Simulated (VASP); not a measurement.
# Ge4S in VASP: a series of runs

The runs below take Ge4S through single point, with PBE.

All numbers are computed with VASP 6.6.1; they aren't measurements. Logs are shortened: lines on timing, memory, paths and dates and some standing lists are left out, and cuts for length are marked.

### Step 1. The cell of the first run

The cell holds a slab with vacuum, 5 atoms: a = 4.074 Å, b = 4.074 Å, c = 19.856 Å, α = 90.00°, β = 90.00°, γ = 90.00°.

### Step 2. Single point, PBE

Input file INCAR:

```
SYSTEM = Ge4S
PREC = Accurate ; ENCUT = 520
EDIFF = 1E-6 ; ISMEAR = 0
SIGMA = 0.1 ; LREAL = .False.
LASPH = .True. ; NELM = 80
ALGO = Normal ; ISIF = 2
LWAVE = .False. ; LCHARG = .False.
LDIPOL = .True. ; IDIPOL = 3
DIPOL = 0.5 0.5 0.347 ; GGA = PE
NBANDS = 39
```

Input file KPOINTS:

```
regular mesh
0
Gamma
  7 7 1
  0 0 0
```

Input file POSCAR:

```
Ge4S
1.0
    4.0740542171      0.0000000000      0.0000000000
    0.0000000000      4.0740542171      0.0000000000
    0.0000000000      0.0000000000     19.8557569412
Ge S
4 1
Direct
    0.0000000000      0.5000000000      0.2014529092
    0.0000000000      0.0000000000      0.2739958843
    0.5000000000      0.0000000000      0.3493666172
    0.5000000000      0.5000000000      0.4208228861
    0.8750000000      0.6250000000      0.4914198202
```

Potentials or basis: VASP PAW PBE potentials, release 64 (Ge_d, S).

On the command line:

```bash
$ cat potpaw_PBE.64/Ge_d/POTCAR potpaw_PBE.64/S/POTCAR > POTCAR
$ mpirun -np 1 vasp_std > vasp.out
```

OUTCAR:

```text
SYSTEM = Ge4S
   PREC = Accurate
   ENCUT = 520
   EDIFF = 1E-6
   ISMEAR = 0
   LREAL = .False.
   LASPH = .True.
   NELM = 80
   ISIF = 2
   GGA = PE

 ion  position               nearest neighbor table
   1  0.000  0.500  0.201-   2 2.49   2 2.49
   2  0.000  0.000  0.274-   1 2.49   1 2.49   3 2.53   3 2.53
   3  0.500  0.000  0.349-   4 2.48   4 2.48   2 2.53   2 2.53
   4  0.500  0.500  0.421-   5 2.14   3 2.48   3 2.48
   5  0.875  0.625  0.491-   4 2.14

  LATTYP: Found a simple tetragonal cell.
 ALAT       =     4.0740542171
 C/A-ratio  =     4.8737095490

  Lattice vectors:

 A1 = (   4.0740542171,   0.0000000000,   0.0000000000)
 A2 = (   0.0000000000,   4.0740542171,   0.0000000000)
 A3 = (   0.0000000000,   0.0000000000,  19.8557569412)

Analysis of symmetry for initial positions (statically):
=====================================================================
 Subroutine PRICEL returns:
 Original cell was already a primitive cell.

 Routine SETGRP: Setting up the symmetry group for a
 simple tetragonal supercell.

 Subroutine GETGRP returns: Found  1 space group operations
 (whereof  1 operations were pure point group operations)
 out of a pool of 16 trial point group operations.

The static configuration has the point symmetry C_1 .

Analysis of symmetry for dynamics (positions and initial velocities):
=====================================================================
 Subroutine PRICEL returns:
 Original cell was already a primitive cell.

 Routine SETGRP: Setting up the symmetry group for a
 simple tetragonal supercell.

 Subroutine GETGRP returns: Found  1 space group operations
 (whereof  1 operations were pure point group operations)
 out of a pool of 16 trial point group operations.

The dynamic configuration has the point symmetry C_1 .

 Subroutine INISYM returns: Found  1 space group operations
 (whereof  1 operations are pure point group operations),
 and found     1 'primitive' translations

----------------------------------------------------------------------------------------

                                     Primitive cell

  volume of cell :     329.5642

  direct lattice vectors                    reciprocal lattice vectors
     4.074054217  0.000000000  0.000000000     0.245455742  0.000000000  0.000000000
     0.000000000  4.074054217  0.000000000     0.000000000  0.245455742  0.000000000
     0.000000000  0.000000000 19.855756941     0.000000000  0.000000000  0.050363227

  length of vectors
     4.074054217  4.074054217 19.855756941     0.245455742  0.245455742  0.050363227

  position of ions in fractional coordinates (direct lattice)
     0.000000000  0.500000000  0.201452909
     0.000000000  0.000000000  0.273995884
     0.500000000  0.000000000  0.349366617
     0.500000000  0.500000000  0.420822886
     0.875000000  0.625000000  0.491419820

  ion indices of the primitive-cell ions
   primitive index   ion index
                 1           1
                 2           2
                 3           3
                 4           4
                 5           5

----------------------------------------------------------------------------------------

 KPOINTS: regular mesh

Automatic generation of k-mesh.
 Grid dimensions read from file:
 generate k-points for:    7    7    1

 Generating k-lattice:

  Cartesian coordinates                     Fractional coordinates (reciprocal lattice)
     0.035065106  0.000000000  0.000000000     0.142857143  0.000000000  0.000000000
     0.000000000  0.035065106  0.000000000     0.000000000  0.142857143  0.000000000
     0.000000000  0.000000000  0.050363227     0.000000000  0.000000000  1.000000000

  Length of vectors
     0.035065106  0.035065106  0.050363227

  Shift w.r.t. Gamma in fractional coordinates (k-lattice)
     0.000000000  0.000000000  0.000000000

 Subroutine IBZKPT returns following result:
 ===========================================

 Found     25 irreducible k-points:

 Following reciprocal coordinates:
            Coordinates               Weight
  0.000000  0.000000  0.000000      1.000000
  0.142857  0.000000  0.000000      2.000000
  0.000000  0.142857  0.000000      2.000000
  0.285714  0.000000  0.000000      2.000000
  0.000000  0.285714  0.000000      2.000000
  0.428571  0.000000  0.000000      2.000000
[... 16 lines left out ...]
  0.285714  0.428571  0.000000      2.000000
  0.428571  0.428571  0.000000      2.000000
   k-points           NKPTS =     25   k-points in BZ     NKDIM =     25   number of bands    NBANDS=     39
   number of dos      NEDOS =    301   number of ions     NIONS =      5
   total plane-waves  NPLWV = 135000
   dimension x,y,z NGX =    30 NGY =   30 NGZ =  150
   dimension x,y,z NGXF=    60 NGYF=   60 NGZF=  300
   ions per type =               4   1
   NGX,Y,Z   is equivalent  to a cutoff of  12.24, 12.24, 12.56 a.u.
   NGXF,Y,Z  is equivalent  to a cutoff of  24.48, 24.48, 25.12 a.u.
 SYSTEM =  Ge4S
   PREC   = accura    normal or accurate (medium, high low for compatibility)
   ISTART =      0    job   : 0-new  1-cont  2-samecut
   ICHARG =      2    charge: 1-file 2-atom 10-const
   ISPIN  =      1    spin polarized calculation?
   LNONCOLLINEAR =      F non collinear calculations
   LSORBIT =      F    spin-orbit coupling
   LASPH  =      T    aspherical Exc in radial PAW
   ENCUT  =  520.0 eV  38.22 Ry    6.18 a.u.   7.58  7.58 36.92*2*pi/ulx,y,z
   NELM   =     80;   NELMIN=  2; NELMDL= -5     # of ELM steps
   EDIFF  = 0.1E-05   stopping-criterion for ELM
   LREAL  =      F    real-space projection
   EDIFFG = 0.1E-04   stopping-criterion for IOM
   NSW    =      0    number of steps for IOM
   IBRION =     -1    ionic relax: 0-MD 1-quasi-New 2-CG
   NFREE  =      0    steps in history (QN), initial steepest desc. (CG)
   ISIF   =      2    stress and relaxation
   ISYM   =      2    0-nonsym 1-usesym 2-fastsym
   POTIM  = 0.5000    time-step for ionic-motion
   TEBEG  =    0.0;   TEEND  =   0.0 temperature during run
   PSTRESS=    0.0 pullay stress
   NELECT =      62.0000    total number of electrons
   NUPDOWN=      -1.0000    fix difference up-down
   EMIN   =  10.00;   EMAX   =-10.00  energy-range for DOS
   EFERMI =   0.00;   METHOD = LEGACY
   ISMEAR =     0;   SIGMA  =   0.10  broadening in eV -4-tet -1-fermi 0-gaus
   EFERMI_NEDOS =   21; number of points for ismear=-14 and -15
   IALGO  =     38    algorithm
   IMIX   =      4    mixing-type and parameters
     AMIX     =   0.40;   BMIX     =  1.00
     AMIX_MAG =   1.60;   BMIX_MAG =  1.00
  volume/ion in A,a.u.               =      65.91       444.80
  Fermi-wavevector in a.u.,A,eV,Ry     =   0.938049  1.772655 11.972247  0.879935
  Thomas-Fermi vector in A             =   2.065221
   LORBIT       =      0    0 simple, 1 ext, 2 COOP (PROOUT), +10 PAW based schemes
   GGA     = PE    functional components
   LHFCALC =     F    Hartree Fock is set to
   AEXX    =    0.0000 exact exchange contribution
   IVDW    =     0    specifies the selected vdW correction
   LEPSILON=     F    determine dielectric tensor
   LRPA    =     F    only Hartree local field effects (RPA)
 non-spin polarized calculation
 Gauss-broadening in eV      SIGMA  =   0.10
  energy-cutoff  :      520.00
  volume of cell :      329.56
 maximum number of plane-waves:      8917
   NGX = 15   NGY = 15   NGZ = 73

 dipolmoment           0.000000      0.000000     -0.063868 electrons x Angstroem

 number of electron      61.9999945 magnetization

 dipolmoment           0.000000      0.000000      0.088767 electrons x Angstroem

 Free energy of the ion-electron system (eV)
  ---------------------------------------------------
  ext. energy  EPLUGINS =         0.00000000
  ---------------------------------------------------
  free energy    TOTEN  =       -20.35906061 eV

  energy without entropy =      -20.33786847  energy(sigma->0) =      -20.34846454

 E-fermi :  -2.1314     XC(G=0):  -4.2343

 val. band max:       -2.1459536845   @ k =  -0.4286   0.2857   0.0000
 cond. band min:      -2.1227193384   @ k =   0.0000   0.2857   0.0000
 fundamental gap:      0.0232343461
 Fermi energy:        -2.1313802377

 k-point     1 :       0.0000    0.0000    0.0000
  band No.  band energies     occupation
      1     -26.9135      2.00000
      2     -26.9106      2.00000
      3     -26.8651      2.00000
      4     -26.8307      2.00000
      5     -26.7961      2.00000
      6     -26.5031      2.00000
[... 31 lines left out ...]
     38       2.6708      0.00000
     39       2.6917      0.00000

 k-point     2 :       0.1429    0.0000    0.0000
  band No.  band energies     occupation
      1     -26.9135      2.00000
      2     -26.9109      2.00000
      3     -26.8643      2.00000
      4     -26.8308      2.00000
      5     -26.7962      2.00000
      6     -26.5026      2.00000
[... 31 lines left out ...]
     38       2.5796      0.00000
     39       2.8329      0.00000

 k-point     3 :       0.0000    0.1429    0.0000
  band No.  band energies     occupation
      1     -26.9163      2.00000
      2     -26.9085      2.00000
      3     -26.8647      2.00000
      4     -26.8308      2.00000
      5     -26.7948      2.00000
      6     -26.5039      2.00000
[... 31 lines left out ...]
     38       2.5735      0.00000
     39       3.0617      0.00000

 k-point     4 :       0.2857    0.0000    0.0000
  band No.  band energies     occupation
      1     -26.9135      2.00000
      2     -26.9115      2.00000
      3     -26.8626      2.00000
      4     -26.8312      2.00000
      5     -26.7963      2.00000
      6     -26.5011      2.00000
[... 31 lines left out ...]
     38       3.1782      0.00000
     39       3.5391      0.00000
[... 754 lines left out ...]
     38       3.5821      0.00000
     39       4.1390      0.00000

 k-point    23 :       0.2857    0.4286    0.0000
  band No.  band energies     occupation
      1     -26.9184      2.00000
      2     -26.9070      2.00000
      3     -26.8631      2.00000
      4     -26.8294      2.00000
      5     -26.7965      2.00000
      6     -26.4956      2.00000
[... 31 lines left out ...]
     38       3.8202      0.00000
     39       4.3500      0.00000

 k-point    24 :       0.4286    0.4286    0.0000
  band No.  band energies     occupation
      1     -26.9188      2.00000
      2     -26.9070      2.00000
      3     -26.8620      2.00000
      4     -26.8296      2.00000
      5     -26.7968      2.00000
      6     -26.4910      2.00000
[... 31 lines left out ...]
     38       3.8280      0.00000
     39       4.2827      0.00000

 [... further k-points ...]

------------------------ aborting loop because EDIFF is reached ----------------------------------------

 vacuum level on the upper side and lower side of the slab       (xc-potential included)         0.360        -0.518

  FORCE on cell =-STRESS in cart. coord.  units (eV):
  Direction    XX          YY          ZZ          XY          YZ          ZX
  --------------------------------------------------------------------------------------
  -------------------------------------------------------------------------------------
  Total       -3.6428900      0.8344356      0.4629049      0.3151600     -0.5447149      1.4116381
  in kB      -17.7099193      4.0566107      2.2504132      1.5321511     -2.6481330      6.8626825
  external PRESSURE =      -3.8009651 kB  Pullay stress =       0.0000000 kB

 VOLUME and BASIS-vectors are now :
 -----------------------------------------------------------------------------
  energy-cutoff  :      520.00
  volume of cell :      329.56
      direct lattice vectors                 reciprocal lattice vectors
     4.074054217  0.000000000  0.000000000     0.245455742  0.000000000  0.000000000
     0.000000000  4.074054217  0.000000000     0.000000000  0.245455742  0.000000000
     0.000000000  0.000000000 19.855756941     0.000000000  0.000000000  0.050363227

 POSITION                                       TOTAL-FORCE (eV/Angst)
 -----------------------------------------------------------------------------------
      0.00000      2.03703      4.00000         0.079868     -0.001398     -0.307870
      0.00000      0.00000      5.44040        -0.036631      0.093993      0.556990
      2.03703      0.00000      6.93694        -0.324269     -0.085798     -0.587199
      2.03703      2.03703      8.35576        -0.569885      0.277426      0.376743
      3.56480      2.54628      9.75751         0.850917     -0.284222     -0.038663
 -----------------------------------------------------------------------------------
    total drift:                               -0.000015      0.000004      0.002721

  FREE ENERGIE OF THE ION-ELECTRON SYSTEM (eV)
  ---------------------------------------------------
  free  energy   TOTEN  =       -20.3590606069 eV

  energy  without entropy=      -20.3378684669  energy(sigma->0) =      -20.34846454

 vacuum level on the upper side and lower side of the slab         3.762         2.838
```

Wall time 5.2 min (1 thread of AMD EPYC 9R14 (Zen 4), shared host); peak memory 0.47 GiB.

What came out:

```
Free energy            : -20.3591 eV
Largest force          : 0.898 eV/Å
Band gap on the k mesh : zero (bands 31 and 32 overlap by 0.39 eV)
```

Forces on the atoms (eV/Å):
```
Ge   0.080 -0.001 -0.308
Ge  -0.037  0.094  0.557
Ge  -0.324 -0.086 -0.587
Ge  -0.570  0.277  0.377
S    0.851 -0.284 -0.039
```

### Step 3. Single point, PBE

Input file INCAR:

```
ALGO = Normal
DIPOL = 0.5 0.5 0.341
EDIFF = 1E-6
ENCUT = 520
GGA = PE
IDIPOL = 3
ISIF = 2
ISMEAR = 0
LASPH = True
LCHARG = False
LDIPOL = True
LREAL = False
LWAVE = False
NBANDS = 39
NELM = 60
PREC = Accurate
SIGMA = 0.1
```

Input file KPOINTS:

```
k-points
0
Gamma
  7 7 1
```

POSCAR: that of step 2 with these lines changed.

```diff
@@ -12,2 +12,2 @@
     0.5000000000      0.5000000000      0.4208228861
-    0.8750000000      0.6250000000      0.4914198202
+    0.8750000000      0.8750000000      0.4598229267
```

Potentials or basis: VASP PAW PBE potentials, release 64 (Ge_d, S).

On the command line:

```bash
$ cat potpaw_PBE.64/Ge_d/POTCAR potpaw_PBE.64/S/POTCAR > POTCAR
$ mpirun -np 1 vasp_std > vasp.out
```

Run time: 5 min. Hardware: 1 thread of AMD EPYC 9R14 (Zen 4), shared host; peak memory 0.47 GiB.

It converged, with:

| Quantity | Value |
| --- | --- |
| Free energy | -19.7267 eV |
| Largest force | 1.446 eV/Å |
| Band gap on the k mesh | zero (bands 31 and 32 overlap by 0.43 eV) |

Forces on the atoms (eV/Å):
```
Ge   0.114  0.030  0.106
Ge  -0.451  0.239 -0.208
Ge   0.417 -0.155 -0.974
Ge  -0.423  0.866  1.078
S    0.344 -0.980 -0.003
```

Levels at points of the mesh, in eV from the Fermi level:
| k point | band 28 | band 29 | band 30 | band 31 | band 32 | band 33 | band 34 | band 35 |
| --- | --- | --- | --- | --- | --- | --- | --- | --- |
| (0.00, 0.00, 0.00) | -1.71 | -1.31 | -1.08 | 0.01 | 0.78 | 1.63 | 1.96 | 2.30 |

The gap in the log of VASP goes by the Fermi energy; the results here count the filled bands.